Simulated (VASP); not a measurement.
# Pb (Fd-3m) in VASP: further runs, part 2 of 2

VASP 6.6.1. The steps go on from the part before.

### Step 3. Single point, LDA

This run uses another cell than the first one, of 43.11 Å³/atom, 1.029 times its volume.

Input file INCAR:

```
SYSTEM = Pb
PREC = Accurate
ENCUT = 520
EDIFF = 1E-6
ISMEAR = -1
SIGMA = 0.1
LREAL = .FALSE.
LASPH = .TRUE.
NELM = 80
ALGO = Normal
ISIF = 2
LWAVE = .FALSE.
LCHARG = .FALSE.
NBANDS = 21
```

Input file KPOINTS:

```
Automatic mesh
0
G
  6 6 6
  0 0 0
```

Input file POSCAR:

```
Pb
1.0
    0.0000000000      3.5064484963      3.5064484963
    3.5064484963      0.0000000000      3.5064484963
    3.5064484963      3.5064484963      0.0000000000
Pb
2
Direct
    0.5000000000      0.5000000000      0.5000000000
    0.7500000000      0.7500000000      0.7500000000
```

Potentials or basis: VASP PAW LDA potentials, release 64 (Pb_d).

Command:

```
cat potpaw_LDA.64/Pb_d/POTCAR > POTCAR
mpirun -np 1 vasp_std > vasp.out
```

OUTCAR:

```text
SYSTEM = Pb
   PREC = Accurate
   ENCUT = 520
   EDIFF = 1E-6
   ISMEAR = -1
   LREAL = .FALSE.
   LASPH = .TRUE.
   NELM = 80
   ISIF = 2

 ion  position               nearest neighbor table
   1  0.500  0.500  0.500-   2 3.04   2 3.04   2 3.04   2 3.04
   2  0.750  0.750  0.750-   1 3.04   1 3.04   1 3.04   1 3.04

  LATTYP: Found a face centered cubic cell.
 ALAT       =     7.0128969926

  Lattice vectors:

 A1 = (   0.0000000000,   3.5064484963,   3.5064484963)
 A2 = (   3.5064484963,   0.0000000000,   3.5064484963)
 A3 = (   3.5064484963,   3.5064484963,   0.0000000000)

Analysis of symmetry for initial positions (statically):
=====================================================================
 Subroutine PRICEL returns:
 Original cell was already a primitive cell.

 Routine SETGRP: Setting up the symmetry group for a
 face centered cubic supercell.

 Subroutine GETGRP returns: Found 48 space group operations
 (whereof 24 operations were pure point group operations)
 out of a pool of 48 trial point group operations.

The static configuration has the point symmetry T_d .
 The point group associated with its full space group is O_h .

Analysis of symmetry for dynamics (positions and initial velocities):
=====================================================================
 Subroutine PRICEL returns:
 Original cell was already a primitive cell.

 Routine SETGRP: Setting up the symmetry group for a
 face centered cubic supercell.

 Subroutine GETGRP returns: Found 48 space group operations
 (whereof 24 operations were pure point group operations)
 out of a pool of 48 trial point group operations.

The dynamic configuration has the point symmetry T_d .
 The point group associated with its full space group is O_h .

 Subroutine INISYM returns: Found 48 space group operations
 (whereof 24 operations are pure point group operations),
 and found     1 'primitive' translations

----------------------------------------------------------------------------------------

                                     Primitive cell

  volume of cell :      86.2248

  direct lattice vectors                    reciprocal lattice vectors
     0.000000000  3.506448496  3.506448496    -0.142594423  0.142594423  0.142594423
     3.506448496  0.000000000  3.506448496     0.142594423 -0.142594423  0.142594423
     3.506448496  3.506448496  0.000000000     0.142594423  0.142594423 -0.142594423

  length of vectors
     4.958867019  4.958867019  4.958867019     0.246980785  0.246980785  0.246980785

  position of ions in fractional coordinates (direct lattice)
     0.500000000  0.500000000  0.500000000
     0.750000000  0.750000000  0.750000000

  ion indices of the primitive-cell ions
   primitive index   ion index
                 1           1
                 2           2

----------------------------------------------------------------------------------------

 KPOINTS: Automatic mesh

Automatic generation of k-mesh.
 Grid dimensions read from file:
 generate k-points for:    6    6    6

 Generating k-lattice:

  Cartesian coordinates                     Fractional coordinates (reciprocal lattice)
    -0.023765737  0.023765737  0.023765737     0.166666667  0.000000000  0.000000000
     0.023765737 -0.023765737  0.023765737     0.000000000  0.166666667  0.000000000
     0.023765737  0.023765737 -0.023765737     0.000000000  0.000000000  0.166666667

  Length of vectors
     0.041163464  0.041163464  0.041163464

  Shift w.r.t. Gamma in fractional coordinates (k-lattice)
     0.000000000  0.000000000  0.000000000

 Subroutine IBZKPT returns following result:
 ===========================================

 Found     16 irreducible k-points:

 Following reciprocal coordinates:
            Coordinates               Weight
  0.000000  0.000000  0.000000      1.000000
  0.166667  0.000000  0.000000      8.000000
  0.333333  0.000000  0.000000      8.000000
  0.500000  0.000000  0.000000      4.000000
  0.166667  0.166667  0.000000      6.000000
  0.333333  0.166667  0.000000     24.000000
[... 8 lines left out ...]
 -0.333333  0.333333  0.166667     24.000000
 -0.333333  0.500000  0.166667     12.000000
   k-points           NKPTS =     16   k-points in BZ     NKDIM =     16   number of bands    NBANDS=     21
   number of dos      NEDOS =    301   number of ions     NIONS =      2
   total plane-waves  NPLWV =  64000
   dimension x,y,z NGX =    40 NGY =   40 NGZ =   40
   dimension x,y,z NGXF=    80 NGYF=   80 NGZF=   80
   ions per type =               2
   NGX,Y,Z   is equivalent  to a cutoff of  13.41, 13.41, 13.41 a.u.
   NGXF,Y,Z  is equivalent  to a cutoff of  26.82, 26.82, 26.82 a.u.
 SYSTEM =  Pb
   PREC   = accura    normal or accurate (medium, high low for compatibility)
   ISTART =      0    job   : 0-new  1-cont  2-samecut
   ICHARG =      2    charge: 1-file 2-atom 10-const
   ISPIN  =      1    spin polarized calculation?
   LNONCOLLINEAR =      F non collinear calculations
   LSORBIT =      F    spin-orbit coupling
   LASPH  =      T    aspherical Exc in radial PAW
   ENCUT  =  520.0 eV  38.22 Ry    6.18 a.u.   9.22  9.22  9.22*2*pi/ulx,y,z
   NELM   =     80;   NELMIN=  2; NELMDL= -5     # of ELM steps
   EDIFF  = 0.1E-05   stopping-criterion for ELM
   LREAL  =      F    real-space projection
   EDIFFG = 0.1E-04   stopping-criterion for IOM
   NSW    =      0    number of steps for IOM
   IBRION =     -1    ionic relax: 0-MD 1-quasi-New 2-CG
   NFREE  =      0    steps in history (QN), initial steepest desc. (CG)
   ISIF   =      2    stress and relaxation
   ISYM   =      2    0-nonsym 1-usesym 2-fastsym
   POTIM  = 0.5000    time-step for ionic-motion
   TEBEG  =    0.0;   TEEND  =   0.0 temperature during run
   PSTRESS=    0.0 pullay stress
   NELECT =      28.0000    total number of electrons
   NUPDOWN=      -1.0000    fix difference up-down
   EMIN   =  10.00;   EMAX   =-10.00  energy-range for DOS
   EFERMI =   0.00;   METHOD = LEGACY
   ISMEAR =    -1;   SIGMA  =   0.10  broadening in eV -4-tet -1-fermi 0-gaus
   EFERMI_NEDOS =   21; number of points for ismear=-14 and -15
   IALGO  =     38    algorithm
   IMIX   =      4    mixing-type and parameters
     AMIX     =   0.40;   BMIX     =  1.00
     AMIX_MAG =   1.60;   BMIX_MAG =  1.00
  volume/ion in A,a.u.               =      43.11       290.94
  Fermi-wavevector in a.u.,A,eV,Ry     =   1.125253  2.126419 17.227609  1.266194
  Thomas-Fermi vector in A             =   2.261929
   LORBIT       =      0    0 simple, 1 ext, 2 COOP (PROOUT), +10 PAW based schemes
   GGA     = CA    functional components
   LHFCALC =     F    Hartree Fock is set to
   AEXX    =    0.0000 exact exchange contribution
   IVDW    =     0    specifies the selected vdW correction
   LEPSILON=     F    determine dielectric tensor
   LRPA    =     F    only Hartree local field effects (RPA)
 non-spin polarized calculation
  energy-cutoff  :      520.00
  volume of cell :       86.22
 maximum number of plane-waves:      2346
 NGX is ok and might be reduce to    40
   NGX = 19   NGY = 19   NGZ = 19

 number of electron      27.9999997 magnetization

 Free energy of the ion-electron system (eV)
  ---------------------------------------------------
  ext. energy  EPLUGINS =         0.00000000
  ---------------------------------------------------
  free energy    TOTEN  =        -7.84528983 eV

  energy without entropy =       -7.82093263  energy(sigma->0) =       -7.83311123

 E-fermi :   3.4620     XC(G=0):  -8.5182

 val. band max:        3.4338588361   @ k =   0.1667   0.0000   0.0000
 cond. band min:       3.5332215202   @ k =   0.1667   0.0000   0.0000
 fundamental gap:      0.0993626841
 Fermi energy:         3.4619673094

 k-point     1 :       0.0000    0.0000    0.0000
  band No.  band energies     occupation
      1     -13.5063      2.00000
      2     -13.5063      2.00000
      3     -13.5063      2.00000
      4     -13.4358      2.00000
      5     -13.4358      2.00000
      6     -13.0634      2.00000
[... 13 lines left out ...]
     20      11.4264      0.00000
     21      11.4264      0.00000
[... 337 lines left out ...]
 k-point    16 :      -0.3333    0.5000    0.1667
  band No.  band energies     occupation
      1     -13.5828      2.00000
      2     -13.5828      2.00000
      3     -13.3675      2.00000
      4     -13.3675      2.00000
      5     -13.2456      2.00000
      6     -13.2456      2.00000
[... 13 lines left out ...]
     20      11.7153      0.00000
     21      13.0348      0.00000

------------------------ aborting loop because EDIFF is reached ----------------------------------------

  FORCE on cell =-STRESS in cart. coord.  units (eV):
  Direction    XX          YY          ZZ          XY          YZ          ZX
  --------------------------------------------------------------------------------------
  -------------------------------------------------------------------------------------
  Total       -1.1635086     -1.1635086     -1.1635086      0.0000000      0.0000000      0.0000000
  in kB      -21.6196062    -21.6196062    -21.6196062      0.0000000      0.0000000      0.0000000
  external PRESSURE =     -21.6196062 kB  Pullay stress =       0.0000000 kB

 VOLUME and BASIS-vectors are now :
 -----------------------------------------------------------------------------
  energy-cutoff  :      520.00
  volume of cell :       86.22
      direct lattice vectors                 reciprocal lattice vectors
     0.000000000  3.506448496  3.506448496    -0.142594423  0.142594423  0.142594423
     3.506448496  0.000000000  3.506448496     0.142594423 -0.142594423  0.142594423
     3.506448496  3.506448496  0.000000000     0.142594423  0.142594423 -0.142594423

 POSITION                                       TOTAL-FORCE (eV/Angst)
 -----------------------------------------------------------------------------------
      3.50645      3.50645      3.50645        -0.000000     -0.000000      0.000000
      5.25967      5.25967      5.25967         0.000000      0.000000     -0.000000
 -----------------------------------------------------------------------------------
    total drift:                               -0.000000     -0.000000      0.000000

  FREE ENERGIE OF THE ION-ELECTRON SYSTEM (eV)
  ---------------------------------------------------
  free  energy   TOTEN  =        -7.8452898324 eV

  energy  without entropy=       -7.8209326255  energy(sigma->0) =       -7.83311123
```

OSZICAR:

```text
N       E                     dE             d eps       ncg     rms          rms(c)
DAV:   1     0.293075042203E+03    0.29308E+03   -0.13777E+04   672   0.144E+03
DAV:   2     0.147304143179E+02   -0.27834E+03   -0.27250E+03   682   0.389E+02
DAV:   3    -0.708039422709E+01   -0.21811E+02   -0.21588E+02   818   0.135E+02
DAV:   4    -0.786214760583E+01   -0.78175E+00   -0.78143E+00   777   0.314E+01
DAV:   5    -0.790189339149E+01   -0.39746E-01   -0.39745E-01   932   0.643E+00    0.140E+00
DAV:   6    -0.786368199266E+01    0.38211E-01   -0.37056E-02  1005   0.219E+00    0.788E-01
DAV:   7    -0.784538065801E+01    0.18301E-01   -0.30363E-02   909   0.211E+00    0.145E-01
DAV:   8    -0.784530153060E+01    0.79127E-04   -0.50511E-03   818   0.946E-01    0.373E-02
DAV:   9    -0.784527528383E+01    0.26247E-04   -0.40790E-04   911   0.297E-01    0.244E-02
DAV:  10    -0.784528990648E+01   -0.14623E-04   -0.35686E-05   814   0.673E-02    0.483E-03
DAV:  11    -0.784528983236E+01    0.74123E-07   -0.13580E-06   662   0.105E-02
   1 F= -.78452898E+01 E0= -.78331112E+01  d E =-.243572E-01
```

stdout:

```text
POSCAR found type information on POSCAR Pb
 POSCAR found :  1 types and       2 ions
 scaLAPACK will be used
 LDA part: xc-table for (Slater(with rela. corr.)+CA(PZ))
 , standard interpolation
 POSCAR, INCAR and KPOINTS ok, starting setup
 FFT: planning ... GRIDC
 FFT: planning ... GRID_SOFT
 FFT: planning ... GRID
 WAVECAR not read
 entering main loop
```

Run time: 44 s. Hardware: 1 thread of Intel Xeon 8259CL, shared host; peak memory 0.2 GiB.

What came out:

```
Free energy            : -7.8453 eV
Pressure               : -2.2 GPa
Band gap on the k mesh : zero (band 14 reaches 3.91 eV, above the bottom of band 15 at 2.85 eV)
```

Levels at points of the mesh, in eV from the Fermi level:
```tsv
k point	band 11	band 12	band 13	band 14	band 15	band 16	band 17	band 18
(0.00, 0.00, 0.00)	-10.75	-4.19	0.45	0.45	0.45	2.42	2.42	2.42
(0.50, 0.00, 0.00)	-9.51	-6.97	-0.92	-0.61	-0.61	3.50	3.50	5.46
(0.50, 0.50, 0.00)	-8.29	-8.29	-1.75	-1.75	0.92	0.92	6.85	6.85
```

Caveat: spin-orbit coupling is left out, which moves the levels of the heavy elements.
